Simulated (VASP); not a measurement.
# BP (F-43m) in VASP: further runs

Runs on BP. Level: r2SCAN. Tasks: single point.

Program: VASP 6.6.1. These are calculated values, not measurements. Logs are shortened: lines on timing, memory, paths and dates and some standing lists are left out, and cuts for length are marked.

## 1. The cell of the first run

It takes space group F-43m (No. 216, cubic). Conventional cell: a = 3.988 Å, b = 3.988 Å, c = 3.988 Å, α = 90.00°, β = 90.00°, γ = 90.00°. Within 2.3 Å of B (site symmetry -43m) lie 4 P at 1.73 Å. Within 2.3 Å of P (site symmetry -43m) lie 4 B at 1.73 Å.

## 2. Single point, r2SCAN (7.93 Å³/atom)

Input file POSCAR:

```
BP
1.0
    0.0000000000      1.9939622563      1.9939622563
    1.9939622563      0.0000000000      1.9939622563
    1.9939622563      1.9939622563      0.0000000000
B P
1 1
Direct
    0.0000000000      0.0000000000      0.0000000000
    0.2500000000      0.2500000000      0.2500000000
```

Input file INCAR.step1:

```
PREC = Accurate
ENCUT = 550
ISMEAR = 0
SIGMA = 0.05
LREAL = F
LASPH = T
NELM = 120
NBANDS = 11
GGA = PE
ALGO = Normal
EDIFF = 1E-5
LWAVE = T
LCHARG = F
GGA_COMPAT = F
```

Input file INCAR.step2:

```
PREC = Accurate
ENCUT = 550
EDIFF = 1E-6
ISMEAR = 0
SIGMA = 0.05
LREAL = F
LASPH = T
NELM = 120
ALGO = Normal
ISIF = 2
LWAVE = F
LCHARG = T
METAGGA = R2SCAN
LMIXTAU = T
LELF = T
LVHAR = T
NBANDS = 11
ISTART = 1
GGA_COMPAT = F
```

Input file KPOINTS:

```
regular mesh
0
Gamma
  12 12 12
```

Potentials or basis: VASP PAW PBE potentials, release 64 (B, P).

Run with:

```sh
cat potpaw_PBE.64/B/POTCAR potpaw_PBE.64/P/POTCAR > POTCAR
cp INCAR.step1 INCAR
mpirun -np 1 vasp_std > vasp.out
cp INCAR.step2 INCAR
mpirun -np 1 vasp_std > vasp.out
```

OUTCAR:

```text
PREC = Accurate
   ENCUT = 550
   EDIFF = 1E-6
   ISMEAR = 0
   LREAL = F
   LASPH = T
   NELM = 120
   ISIF = 2
   METAGGA = R2SCAN
   ISTART = 1

 ion  position               nearest neighbor table
   1  0.000  0.000  0.000-   2 1.73   2 1.73   2 1.73   2 1.73
   2  0.250  0.250  0.250-   1 1.73   1 1.73   1 1.73   1 1.73

  LATTYP: Found a face centered cubic cell.
 ALAT       =     3.9879245126

  Lattice vectors:

 A1 = (   0.0000000000,   1.9939622563,   1.9939622563)
 A2 = (   1.9939622563,   0.0000000000,   1.9939622563)
 A3 = (   1.9939622563,   1.9939622563,   0.0000000000)

Analysis of symmetry for initial positions (statically):
=====================================================================
 Subroutine PRICEL returns:
 Original cell was already a primitive cell.

 Routine SETGRP: Setting up the symmetry group for a
 face centered cubic supercell.

 Subroutine GETGRP returns: Found 24 space group operations
 (whereof 24 operations were pure point group operations)
 out of a pool of 48 trial point group operations.

The static configuration has the point symmetry T_d .

Analysis of symmetry for dynamics (positions and initial velocities):
=====================================================================
 Subroutine PRICEL returns:
 Original cell was already a primitive cell.

 Routine SETGRP: Setting up the symmetry group for a
 face centered cubic supercell.

 Subroutine GETGRP returns: Found 24 space group operations
 (whereof 24 operations were pure point group operations)
 out of a pool of 48 trial point group operations.

The dynamic configuration has the point symmetry T_d .

 Subroutine INISYM returns: Found 24 space group operations
 (whereof 24 operations are pure point group operations),
 and found     1 'primitive' translations

----------------------------------------------------------------------------------------

                                     Primitive cell

  volume of cell :      15.8555

  direct lattice vectors                    reciprocal lattice vectors
     0.000000000  1.993962256  1.993962256    -0.250757003  0.250757003  0.250757003
     1.993962256  0.000000000  1.993962256     0.250757003 -0.250757003  0.250757003
     1.993962256  1.993962256  0.000000000     0.250757003  0.250757003 -0.250757003

  length of vectors
     2.819888466  2.819888466  2.819888466     0.434323870  0.434323870  0.434323870

  position of ions in fractional coordinates (direct lattice)
     0.000000000  0.000000000  0.000000000
     0.250000000  0.250000000  0.250000000

  ion indices of the primitive-cell ions
   primitive index   ion index
                 1           1
                 2           2

----------------------------------------------------------------------------------------

 KPOINTS: regular mesh

Automatic generation of k-mesh.
 Grid dimensions read from file:
 generate k-points for:   12   12   12

 Generating k-lattice:

  Cartesian coordinates                     Fractional coordinates (reciprocal lattice)
    -0.020896417  0.020896417  0.020896417     0.083333333  0.000000000  0.000000000
     0.020896417 -0.020896417  0.020896417     0.000000000  0.083333333  0.000000000
     0.020896417  0.020896417 -0.020896417     0.000000000  0.000000000  0.083333333

  Length of vectors
     0.036193656  0.036193656  0.036193656

  Shift w.r.t. Gamma in fractional coordinates (k-lattice)
     0.000000000  0.000000000  0.000000000

 Subroutine IBZKPT returns following result:
 ===========================================

 Found     72 irreducible k-points:

 Following reciprocal coordinates:
            Coordinates               Weight
  0.000000  0.000000  0.000000      1.000000
  0.083333  0.000000  0.000000      8.000000
  0.166667  0.000000  0.000000      8.000000
  0.250000  0.000000  0.000000      8.000000
  0.333333  0.000000  0.000000      8.000000
  0.416667  0.000000  0.000000      8.000000
[... 16 lines left out ...]
  0.500000  0.166667  0.000000     24.000000
 -0.416667  0.166667  0.000000     24.000000
 [... further k-points ...]
   k-points           NKPTS =     72   k-points in BZ     NKDIM =     72   number of bands    NBANDS=     11
   number of dos      NEDOS =    301   number of ions     NIONS =      2
   total plane-waves  NPLWV =  13824
   dimension x,y,z NGX =    24 NGY =   24 NGZ =   24
   dimension x,y,z NGXF=    48 NGYF=   48 NGZF=   48
   ions per type =               1   1
   NGX,Y,Z   is equivalent  to a cutoff of  14.15, 14.15, 14.15 a.u.
   NGXF,Y,Z  is equivalent  to a cutoff of  28.30, 28.30, 28.30 a.u.
 SYSTEM =  unknown system
   PREC   = accura    normal or accurate (medium, high low for compatibility)
   ISTART =      1    job   : 0-new  1-cont  2-samecut
   ICHARG =      0    charge: 1-file 2-atom 10-const
   ISPIN  =      1    spin polarized calculation?
   LNONCOLLINEAR =      F non collinear calculations
   LSORBIT =      F    spin-orbit coupling
   LASPH  =      T    aspherical Exc in radial PAW
   ENCUT  =  550.0 eV  40.42 Ry    6.36 a.u.   5.39  5.39  5.39*2*pi/ulx,y,z
   NELM   =    120;   NELMIN=  2; NELMDL=  0     # of ELM steps
   EDIFF  = 0.1E-05   stopping-criterion for ELM
   LREAL  =      F    real-space projection
   EDIFFG = 0.1E-04   stopping-criterion for IOM
   NSW    =      0    number of steps for IOM
   IBRION =     -1    ionic relax: 0-MD 1-quasi-New 2-CG
   NFREE  =      0    steps in history (QN), initial steepest desc. (CG)
   ISIF   =      2    stress and relaxation
   ISYM   =      2    0-nonsym 1-usesym 2-fastsym
   POTIM  = 0.5000    time-step for ionic-motion
   TEBEG  =    0.0;   TEEND  =   0.0 temperature during run
   PSTRESS=    0.0 pullay stress
   NELECT =       8.0000    total number of electrons
   NUPDOWN=      -1.0000    fix difference up-down
   EMIN   =  10.00;   EMAX   =-10.00  energy-range for DOS
   EFERMI =   0.00;   METHOD = LEGACY
   ISMEAR =     0;   SIGMA  =   0.05  broadening in eV -4-tet -1-fermi 0-gaus
   EFERMI_NEDOS =   21; number of points for ismear=-14 and -15
   IALGO  =     38    algorithm
   IMIX   =      4    mixing-type and parameters
     AMIX     =   0.40;   BMIX     =  1.00
     AMIX_MAG =   1.60;   BMIX_MAG =  1.00
  volume/ion in A,a.u.               =       7.93        53.50
  Fermi-wavevector in a.u.,A,eV,Ry     =   1.303300  2.462881 23.110750  1.698592
  Thomas-Fermi vector in A             =   2.434312
   LORBIT       =      0    0 simple, 1 ext, 2 COOP (PROOUT), +10 PAW based schemes
   METAGGA = R2SCAN    functional components
   LHFCALC =     F    Hartree Fock is set to
   AEXX    =    0.0000 exact exchange contribution
   IVDW    =     0    specifies the selected vdW correction
   LEPSILON=     F    determine dielectric tensor
   LRPA    =     F    only Hartree local field effects (RPA)
 non-spin polarized calculation
 Gauss-broadening in eV      SIGMA  =   0.05
  energy-cutoff  :      550.00
  volume of cell :       15.86
 maximum number of plane-waves:       487
 NGX is ok and might be reduce to    24
   NGX = 11   NGY = 11   NGZ = 11

 number of electron       8.0000000 magnetization

 Free energy of the ion-electron system (eV)
  ---------------------------------------------------
  ext. energy  EPLUGINS =         0.00000000
  ---------------------------------------------------
  free energy    TOTEN  =       -15.05341107 eV

  energy without entropy =      -15.05341107  energy(sigma->0) =      -15.05341107

 E-fermi :  12.8000     XC(G=0): -13.3503

 val. band max:       12.5698710931   @ k =   0.0000   0.0000   0.0000
 cond. band min:      13.2496017161   @ k =   0.5000   0.5000   0.0000
 fundamental gap:      0.6797306229
 Fermi energy:        12.8000079707

 k-point     1 :       0.0000    0.0000    0.0000
  band No.  band energies     occupation
      1      -7.6126      2.00000
      2      12.5699      2.00000
      3      12.5699      2.00000
      4      12.5699      2.00000
      5      17.3252      0.00000
      6      17.3252      0.00000
      7      17.3252      0.00000
      8      26.6173      0.00000
      9      26.6173      0.00000
     10      26.9090      0.00000
     11      29.2808      0.00000

 k-point     2 :       0.0833    0.0000    0.0000
  band No.  band energies     occupation
      1      -7.4365      2.00000
      2      11.3464      2.00000
      3      12.2935      2.00000
      4      12.2935      2.00000
      5      17.7291      0.00000
      6      17.7291      0.00000
      7      17.9450      0.00000
      8      25.8743      0.00000
      9      25.8743      0.00000
     10      26.8616      0.00000
     11      29.7402      0.00000

 k-point     3 :       0.1667    0.0000    0.0000
  band No.  band energies     occupation
      1      -6.9104      2.00000
      2       8.8916      2.00000
      3      11.7139      2.00000
      4      11.7139      2.00000
      5      18.4972      0.00000
      6      18.4972      0.00000
      7      18.7626      0.00000
      8      24.9774      0.00000
      9      24.9774      0.00000
     10      26.6066      0.00000
     11      30.5790      0.00000

 k-point     4 :       0.2500    0.0000    0.0000
  band No.  band energies     occupation
      1      -6.0420      2.00000
      2       6.1943      2.00000
      3      11.1419      2.00000
      4      11.1419      2.00000
      5      18.8026      0.00000
      6      18.8026      0.00000
      7      19.2230      0.00000
      8      25.2739      0.00000
      9      25.2739      0.00000
     10      26.1200      0.00000
     11      31.4158      0.00000
[... 239 lines left out ...]
 k-point    22 :       0.4167    0.1667    0.0000
  band No.  band energies     occupation
      1      -3.7846      2.00000
      2       3.2689      2.00000
      3       8.6991      2.00000
      4       8.8983      2.00000
      5      16.0770      0.00000
      6      21.0897      0.00000
      7      21.2783      0.00000
      8      23.2289      0.00000
      9      29.4049      0.00000
     10      30.9645      0.00000
     11      34.2429      0.00000

 k-point    23 :       0.5000    0.1667    0.0000
  band No.  band energies     occupation
      1      -2.3327      2.00000
      2       1.1626      2.00000
      3       7.9747      2.00000
      4       9.0453      2.00000
      5      16.1927      0.00000
      6      20.5985      0.00000
      7      21.9059      0.00000
      8      24.8748      0.00000
      9      28.8857      0.00000
     10      31.1625      0.00000
     11      34.2706      0.00000

 k-point    24 :      -0.4167    0.1667    0.0000
  band No.  band energies     occupation
      1      -1.9379      2.00000
      2       0.6774      2.00000
      3       7.4608      2.00000
      4       9.4574      2.00000
      5      16.6031      0.00000
      6      20.0942      0.00000
      7      22.0262      0.00000
      8      26.9558      0.00000
      9      28.4081      0.00000
     10      28.5109      0.00000
     11      33.6929      0.00000

 [... further k-points ...]

------------------------ aborting loop because EDIFF is reached ----------------------------------------

  FORCE on cell =-STRESS in cart. coord.  units (eV):
  Direction    XX          YY          ZZ          XY          YZ          ZX
  --------------------------------------------------------------------------------------
  -------------------------------------------------------------------------------------
  Total       12.9600358     12.9600358     12.9600358     -0.0000000      0.0000000      0.0000000
  in kB     1309.5919236   1309.5919236   1309.5919236     -0.0000000      0.0000000      0.0000000
  external PRESSURE =    1309.5919236 kB  Pullay stress =       0.0000000 kB

 VOLUME and BASIS-vectors are now :
 -----------------------------------------------------------------------------
  energy-cutoff  :      550.00
  volume of cell :       15.86
      direct lattice vectors                 reciprocal lattice vectors
     0.000000000  1.993962256  1.993962256    -0.250757003  0.250757003  0.250757003
     1.993962256  0.000000000  1.993962256     0.250757003 -0.250757003  0.250757003
     1.993962256  1.993962256  0.000000000     0.250757003  0.250757003 -0.250757003

 POSITION                                       TOTAL-FORCE (eV/Angst)
 -----------------------------------------------------------------------------------
      0.00000      0.00000      0.00000        -0.000000     -0.000000     -0.000000
      0.99698      0.99698      0.99698         0.000000      0.000000      0.000000
 -----------------------------------------------------------------------------------
    total drift:                               -0.000000     -0.000000     -0.000000

  FREE ENERGIE OF THE ION-ELECTRON SYSTEM (eV)
  ---------------------------------------------------
  free  energy   TOTEN  =       -15.0534110695 eV

  energy  without entropy=      -15.0534110695  energy(sigma->0) =      -15.05341107
```

It took 36 s on 1 thread of Intel Xeon Platinum 8488C (Sapphire Rapids), shared host; peak memory 0.14 GiB.

What came out:

```
Free energy            : -15.0534 eV
Pressure               : 131.0 GPa
Band gap on the k mesh : 0.68 eV (least direct gap 4.76 eV)
```

Levels at points of the mesh, in eV from the valence-band top:
```
           k point  band 2  band 3  band 4  band 5  band 6  band 7
(0.00, 0.00, 0.00)    0.00    0.00    0.00    4.76    4.76    4.76
(0.50, 0.00, 0.00)  -12.67   -2.21   -2.21    5.36    5.36    6.96
(0.50, 0.50, 0.00)  -11.29   -5.79   -5.79    0.68    1.78   17.21
```

Caveat: the cell stands under pressure; the PAW data sets were made with another functional, which shifts forces and pressure a little.

(Continued in part 2 of 2.)
